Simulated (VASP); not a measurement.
Wanted: the native input for a VASP 6.6.1 run.

```
Task                   : single point
Functional             : PBE
Dispersion             : D3(BJ)
Potentials or basis    : VASP PAW PBE potentials, release 64 (Sn_d, Se)
Cutoff                 : 520 eV
k mesh                 : 10 × 10 × 10
Occupations            : gaussian, width 0.05 eV
Spin                   : no spin polarisation
Dipole correction      : no
Further INCAR settings : ALGO = Normal; EDIFF = 1e-06; NBANDS = 17
```

The structure of SnSe lies in POSCAR:

```
SnSe
1.0
    0.0000000000      2.9439373071      2.9439373071
    2.9439373071      0.0000000000      2.9439373071
    2.9439373071      2.9439373071      0.0000000000
Sn Se
1 1
Direct
    0.0000000000      0.0000000000      0.0000000000
    0.5000000000      0.5000000000      0.5000000000
```

This cell differs from its parent crystal: strain -0.015 along x and y, -0.015 along z.

The input as run:

INCAR

```
PREC     = Accurate       # precision mode
ENCUT    = 520            # plane-wave cutoff, eV
EDIFF    = 1E-6           # SCF threshold, eV
ISMEAR   = 0              # smearing method
SIGMA    = 0.05           # smearing width, eV
LREAL    = False          # projectors in reciprocal space
LASPH    = True           # aspherical terms in the spheres
NELM     = 60             # most SCF steps
ALGO     = Normal         # electronic algorithm
ISIF     = 2              # what is computed and relaxed
LWAVE    = False          # write WAVECAR
LCHARG   = False          # write CHGCAR
GGA      = PE             # functional
IVDW     = 12             # dispersion correction
NBANDS   = 17             # bands
```

KPOINTS

```
Automatic mesh
0
Gamma
  10 10 10
```

Potentials or basis: VASP PAW PBE potentials, release 64 (Sn_d, Se).

Run with:

```bash
$ cat potpaw_PBE.64/Sn_d/POTCAR potpaw_PBE.64/Se/POTCAR > POTCAR
$ mpirun -np 1 vasp_std > vasp.out
```

It gave:

```json
{
 "Pressure": "2.6 GPa",
 "Band gap on the k mesh": "0.46 eV, indirect (least direct gap 0.59 eV)",
 "Dispersion energy per atom": "-0.378 eV"
}
```

Caveat: the cell differs from its parent crystal (strain -0.015 along x and y, -0.015 along z); spin-orbit coupling is left out, which moves the levels of the heavy elements.

Run time: 16 s on 1 thread of Intel(R) Xeon(R) 6975P-C (Granite Rapids), with other jobs on the host, peak memory 0.2 GiB.
